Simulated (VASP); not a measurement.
# Sn3Se (Immm) in VASP: a series of runs

Sn3Se is run at these levels: PBEsol; tasks: single point.

Everything below comes from runs of VASP 6.6.1. Logs are shortened: lines on timing, memory, paths and dates and some standing lists are left out, and cuts for length are marked.

## 1. The cell of the first run

Symmetry: Immm, No. 71, orthorhombic system. The conventional cell has a = 5.148 Å, b = 5.199 Å, c = 7.316 Å, α = 90.00°, β = 90.00°, γ = 90.00°. Within 4.2 Å of Sn (site symmetry mm2) lie 10 Sn at 3.16 to 3.66 Å and 4 Se at 3.16 to 3.18 Å. Within 4.2 Å of Sn (site symmetry mmm) lie 8 Sn at 3.16 to 3.18 Å and 6 Se at 3.66 Å. Se (site symmetry mmm) has 14 Sn at 3.16 to 3.66 Å within 4.2 Å.

## 2. Single point, PBEsol (strain -0.0100 x Voigt [0, 0, 0, 1, 0, 0])

Contents of INCAR:

```
PREC = Accurate
ENCUT = 520
EDIFF = 1E-6
ISMEAR = 0
SIGMA = 0.15
LREAL = False
LASPH = True
NELM = 60
ALGO = Normal
ISIF = 2
LWAVE = False
LCHARG = False
GGA = PS
NBANDS = 32
```

Contents of KPOINTS:

```
Automatic mesh
0
Gamma
  12 12 12
```

Contents of POSCAR:

```
Sn3Se
1.0
    0.0000000000      3.6398945472      3.6398945472
    3.6581854746     -0.0182909274      3.6581854746
    3.6581854746      3.6581854746     -0.0182909274
Sn Se
3 1
Direct
    0.2500000000      0.2500000000      0.2500000000
    0.7500000000      0.7500000000      0.7500000000
    0.5000000000      0.5000000000      0.5000000000
    0.0000000000      0.0000000000      0.0000000000
```

Potentials or basis: VASP PAW PBE potentials, release 64 (Sn_d, Se).

The run is started by

```sh
$ cat potpaw_PBE.64/Sn_d/POTCAR potpaw_PBE.64/Se/POTCAR > POTCAR
$ mpirun -np 1 vasp_std > vasp.out
```

OUTCAR:

```text
PREC = Accurate
   ENCUT = 520
   EDIFF = 1E-6
   ISMEAR = 0
   LREAL = False
   LASPH = True
   NELM = 60
   ISIF = 2
   GGA = PS

 ion  position               nearest neighbor table
   1  0.250  0.250  0.250-   4 3.16   3 3.16   4 3.16   3 3.16   4 3.18   3 3.18   3 3.18   4 3.18
                             2 3.66   2 3.66   2 3.66   2 3.66   2 3.66   2 3.66
   2  0.750  0.750  0.750-   3 3.16   3 3.16   4 3.16   4 3.16   3 3.18   4 3.18   4 3.18   3 3.18
                             1 3.66   1 3.66   1 3.66   1 3.66   1 3.66   1 3.66
   3  0.500  0.500  0.500-   1 3.16   1 3.16   2 3.16   2 3.16   1 3.18   2 3.18   2 3.18   1 3.18

   4  0.000  0.000  0.000-   2 3.16   1 3.16   2 3.16   1 3.16   2 3.18   1 3.18   1 3.18   2 3.18

  LATTYP: Found a body centered orthorhombic cell.
 ALAT       =     5.1475882343
 B/A-ratio  =     1.0100502513
 C/A-ratio  =     1.4213201632

  Lattice vectors:

 A1 = (  -3.6581854746,   0.0182909274,  -3.6581854746)
 A2 = (  -3.6581854746,  -0.0182909274,   3.6581854746)
 A3 = (   3.6581854746,   3.6581854746,  -0.0182909274)

Analysis of symmetry for initial positions (statically):
=====================================================================
 Subroutine PRICEL returns:
 Original cell was already a primitive cell.

 Routine SETGRP: Setting up the symmetry group for a
 body centered orthorhombic supercell.

 Subroutine GETGRP returns: Found  8 space group operations
 (whereof  8 operations were pure point group operations)
 out of a pool of  8 trial point group operations.

The static configuration has the point symmetry D_2h.

Analysis of symmetry for dynamics (positions and initial velocities):
=====================================================================
 Subroutine PRICEL returns:
 Original cell was already a primitive cell.

 Routine SETGRP: Setting up the symmetry group for a
 body centered orthorhombic supercell.

 Subroutine GETGRP returns: Found  8 space group operations
 (whereof  8 operations were pure point group operations)
 out of a pool of  8 trial point group operations.

The dynamic configuration has the point symmetry D_2h.

 Subroutine INISYM returns: Found  8 space group operations
 (whereof  8 operations are pure point group operations),
 and found     1 'primitive' translations

[... 90 lines left out ...]
   ISTART =      0    job   : 0-new  1-cont  2-samecut
   ICHARG =      2    charge: 1-file 2-atom 10-const
   ISPIN  =      1    spin polarized calculation?
   LNONCOLLINEAR =      F non collinear calculations
   LSORBIT =      F    spin-orbit coupling
   LASPH  =      T    aspherical Exc in radial PAW
   ENCUT  =  520.0 eV  38.22 Ry    6.18 a.u.   9.57  9.62  9.62*2*pi/ulx,y,z
   NELM   =     60;   NELMIN=  2; NELMDL= -5     # of ELM steps
   EDIFF  = 0.1E-05   stopping-criterion for ELM
   LREAL  =      F    real-space projection
[... 7 lines left out ...]
   TEBEG  =    0.0;   TEEND  =   0.0 temperature during run
   PSTRESS=    0.0 pullay stress
   NELECT =      48.0000    total number of electrons
   NUPDOWN=      -1.0000    fix difference up-down
   EMIN   =  10.00;   EMAX   =-10.00  energy-range for DOS
   EFERMI =   0.00;   METHOD = LEGACY
   ISMEAR =     0;   SIGMA  =   0.15  broadening in eV -4-tet -1-fermi 0-gaus
   EFERMI_NEDOS =   21; number of points for ismear=-14 and -15
   IALGO  =     38    algorithm
   IMIX   =      4    mixing-type and parameters
     AMIX     =   0.40;   BMIX     =  1.00
     AMIX_MAG =   1.60;   BMIX_MAG =  1.00
  volume/ion in A,a.u.               =      24.48       165.18
  Fermi-wavevector in a.u.,A,eV,Ry     =   1.290872  2.439394 22.672071  1.666350
  Thomas-Fermi vector in A             =   2.422677
   LORBIT       =      0    0 simple, 1 ext, 2 COOP (PROOUT), +10 PAW based schemes
   GGA     = PS    functional components
   LHFCALC =     F    Hartree Fock is set to
   AEXX    =    0.0000 exact exchange contribution
   IVDW    =     0    specifies the selected vdW correction
   LEPSILON=     F    determine dielectric tensor
   LRPA    =     F    only Hartree local field effects (RPA)
 non-spin polarized calculation
 Gauss-broadening in eV      SIGMA  =   0.15
  energy-cutoff  :      520.00
  volume of cell :       97.91
 maximum number of plane-waves:      2681
 NGX is ok and might be reduce to    40
   NGX = 19   NGY = 19   NGZ = 19

 number of electron      47.9999981 magnetization

 Free energy of the ion-electron system (eV)
  ---------------------------------------------------
  ext. energy  EPLUGINS =         0.00000000
  ---------------------------------------------------
  free energy    TOTEN  =       -16.69347233 eV

  energy without entropy =      -16.66591303  energy(sigma->0) =      -16.67969268

 E-fermi :   7.7665     XC(G=0): -10.7204

 val. band max:        7.7637177214   @ k =  -0.1667   0.4167   0.0833
 cond. band min:       7.7668023131   @ k =  -0.1667   0.5000   0.1667
 fundamental gap:      0.0030845917
 Fermi energy:         7.7664854860

 k-point     1 :       0.0000    0.0000    0.0000
  band No.  band energies     occupation
      1     -13.6947      2.00000
      2     -13.6946      2.00000
      3     -13.6526      2.00000
      4     -13.6493      2.00000
      5     -13.6493      2.00000
      6     -13.6493      2.00000
[... 829 lines left out ...]
     31      13.3105      0.00000
     32      13.6105      0.00000

 [... further k-points ...]

------------------------ aborting loop because EDIFF is reached ----------------------------------------

  FORCE on cell =-STRESS in cart. coord.  units (eV):
  Direction    XX          YY          ZZ          XY          YZ          ZX
  --------------------------------------------------------------------------------------
  -------------------------------------------------------------------------------------
  Total        0.0840127      0.0779078      0.0779078      0.0000000      0.0799016      0.0000000
  in kB        1.3747995      1.2748969      1.2748969      0.0000000      1.3075241      0.0000000
  external PRESSURE =       1.3081977 kB  Pullay stress =       0.0000000 kB

 VOLUME and BASIS-vectors are now :
 -----------------------------------------------------------------------------
  energy-cutoff  :      520.00
  volume of cell :       97.91
      direct lattice vectors                 reciprocal lattice vectors
     0.000000000  3.639894547  3.639894547    -0.136679784  0.137366617  0.137366617
     3.658185475 -0.018290927  3.658185475     0.136679784 -0.135999785  0.135999785
     3.658185475  3.658185475 -0.018290927     0.136679784  0.135999785 -0.135999785

 POSITION                                       TOTAL-FORCE (eV/Angst)
 -----------------------------------------------------------------------------------
      1.82909      1.81995      1.81995        -0.025219     -0.000000     -0.000000
      5.48728      5.45984      5.45984         0.025219      0.000000      0.000000
      3.65819      3.63989      3.63989         0.000000      0.000000     -0.000000
      0.00000      0.00000      0.00000         0.000000     -0.000000     -0.000000
 -----------------------------------------------------------------------------------
    total drift:                               -0.000000     -0.000000      0.000000

  FREE ENERGIE OF THE ION-ELECTRON SYSTEM (eV)
  ---------------------------------------------------
  free  energy   TOTEN  =       -16.6934723263 eV

  energy  without entropy=      -16.6659130314  energy(sigma->0) =      -16.67969268
```

OSZICAR:

```text
N       E                     dE             d eps       ncg     rms          rms(c)
DAV:   1     0.451591961756E+03    0.45159E+03   -0.23812E+04 18600   0.227E+03
DAV:   2     0.427010769168E+02   -0.40889E+03   -0.39618E+03 17960   0.559E+02
DAV:   3    -0.142491636983E+02   -0.56950E+02   -0.55215E+02 21968   0.175E+02
DAV:   4    -0.167879655936E+02   -0.25388E+01   -0.25313E+01 19720   0.396E+01
DAV:   5    -0.168645149554E+02   -0.76549E-01   -0.76542E-01 24328   0.721E+00    0.380E+00
DAV:   6    -0.167058171283E+02    0.15870E+00   -0.26572E-01 24704   0.684E+00    0.227E+00
DAV:   7    -0.166970797898E+02    0.87373E-02   -0.10508E-01 21096   0.257E+00    0.105E+00
DAV:   8    -0.166938570636E+02    0.32227E-02   -0.13563E-02 20888   0.778E-01    0.191E-01
DAV:   9    -0.166934875856E+02    0.36948E-03   -0.12028E-03 22920   0.251E-01    0.538E-02
DAV:  10    -0.166934732729E+02    0.14313E-04   -0.27189E-04 20952   0.209E-01    0.198E-02
DAV:  11    -0.166934723975E+02    0.87534E-06   -0.35462E-05 23800   0.899E-02    0.660E-03
DAV:  12    -0.166934723263E+02    0.71231E-07   -0.38137E-06 17144   0.171E-02
   1 F= -.16693472E+02 E0= -.16679693E+02  d E =-.275593E-01
```

It took 13 min on 1 thread of Intel Xeon Platinum 8488C (Sapphire Rapids), shared host; peak memory 0.78 GiB.

What came out:

| Property | Result |
| --- | --- |
| Free energy | -16.6935 eV |
| Pressure | 0.1 GPa |
| Largest force | 0.025 eV/Å |
| Band gap on the k mesh | zero (bands 24 and 25 overlap by 2.35 eV) |

Forces in eV/Å, atoms in the order of the input:
```
Sn  -0.025  0.000  0.000
Sn   0.025  0.000  0.000
Sn   0.000  0.000  0.000
Se   0.000  0.000  0.000
```

Levels at points of the mesh, in eV from the Fermi level:
| k point | band 22 | band 23 | band 24 | band 25 | band 26 | band 27 |
| --- | --- | --- | --- | --- | --- | --- |
| (0.00, 0.00, 0.00) | -2.56 | -1.47 | -1.44 | -1.41 | -0.64 | -0.61 |
| (0.50, 0.00, 0.00) | -2.35 | -2.34 | -0.77 | 0.49 | 2.20 | 2.27 |
| (0.00, 0.50, 0.00) | -2.33 | -2.32 | -0.76 | 0.51 | 2.17 | 2.24 |
| (0.50, 0.50, 0.00) | -0.21 | 0.52 | 0.52 | 1.16 | 2.88 | 2.88 |
| (0.00, 0.50, 0.50) | -0.21 | 0.50 | 0.54 | 1.17 | 2.84 | 2.92 |

Caveat: the cell differs from its parent crystal (strain -0.0100 x Voigt [0, 0, 0, 1, 0, 0]); the PAW data sets were made with another functional, which shifts forces and pressure a little; spin-orbit coupling is left out, which moves the levels of the heavy elements.

## 3. Single point, PBEsol (strain -0.0200 x Voigt [0, 0, 0, 1, 0, 0])

Contents of INCAR:

```
PREC     = Accurate       # precision mode
ENCUT    = 520            # plane-wave cutoff, eV
EDIFF    = 1E-7           # SCF threshold, eV
ISMEAR   = 0              # smearing method
SIGMA    = 0.15           # smearing width, eV
LREAL    = False          # projectors in reciprocal space
LASPH    = True           # aspherical terms in the spheres
NELM     = 80             # most SCF steps
ALGO     = Normal         # electronic algorithm
ISIF     = 2              # what is computed and relaxed
LWAVE    = False          # write WAVECAR
LCHARG   = False          # write CHGCAR
GGA      = PS             # functional
NBANDS   = 32             # bands
```

Contents of KPOINTS:

```
regular mesh
0
Gamma
  12 12 12
```

Contents of POSCAR:

```
Sn3Se
1.0
    0.0000000000      3.6216036199      3.6216036199
    3.6581854746     -0.0365818547      3.6581854746
    3.6581854746      3.6581854746     -0.0365818547
Sn Se
3 1
Direct
    0.2500000000      0.2500000000      0.2500000000
    0.7500000000      0.7500000000      0.7500000000
    0.5000000000      0.5000000000      0.5000000000
    0.0000000000      0.0000000000      0.0000000000
```

Potentials or basis: VASP PAW PBE potentials, release 64 (Sn_d, Se).

The run is started by

```sh
$ cat potpaw_PBE.64/Sn_d/POTCAR potpaw_PBE.64/Se/POTCAR > POTCAR
$ mpirun -np 1 vasp_std > vasp.out
```

Run time: 13 min. Hardware: 1 thread of Intel Xeon Platinum 8259CL at 2.50GHz (Skylake/Cascade Lake), shared host; peak memory 0.78 GiB.

It converged, with:

* Free energy: -16.6923 eV
* Pressure: 0.1 GPa
* Largest force: 0.051 eV/Å
* Band gap on the k mesh: zero (bands 24 and 25 overlap by 2.32 eV)

Forces in eV/Å, atoms in the order of the input:
```
Sn  -0.051  0.000  0.000
Sn   0.051  0.000  0.000
Sn   0.000  0.000  0.000
Se   0.000  0.000  0.000
```

Stress tensor (GPa, compression positive):
```
0.12 0.00 0.00
0.00 0.08 0.27
0.00 0.27 0.08
```

Levels at points of the mesh, in eV from the Fermi level:
| k point | band 22 | band 23 | band 24 | band 25 | band 26 | band 27 |
| --- | --- | --- | --- | --- | --- | --- |
| (0.00, 0.00, 0.00) | -2.56 | -1.50 | -1.43 | -1.39 | -0.67 | -0.61 |
| (0.50, 0.00, 0.00) | -2.37 | -2.35 | -0.78 | 0.47 | 2.17 | 2.32 |
| (0.00, 0.50, 0.00) | -2.32 | -2.30 | -0.77 | 0.51 | 2.13 | 2.27 |
| (0.50, 0.50, 0.00) | -0.22 | 0.52 | 0.53 | 1.16 | 2.88 | 2.88 |
| (0.00, 0.50, 0.50) | -0.21 | 0.48 | 0.56 | 1.17 | 2.81 | 2.96 |

Caveat: the cell differs from its parent crystal (strain -0.0200 x Voigt [0, 0, 0, 1, 0, 0]); the PAW data sets were made with another functional, which shifts forces and pressure a little; spin-orbit coupling is left out, which moves the levels of the heavy elements.
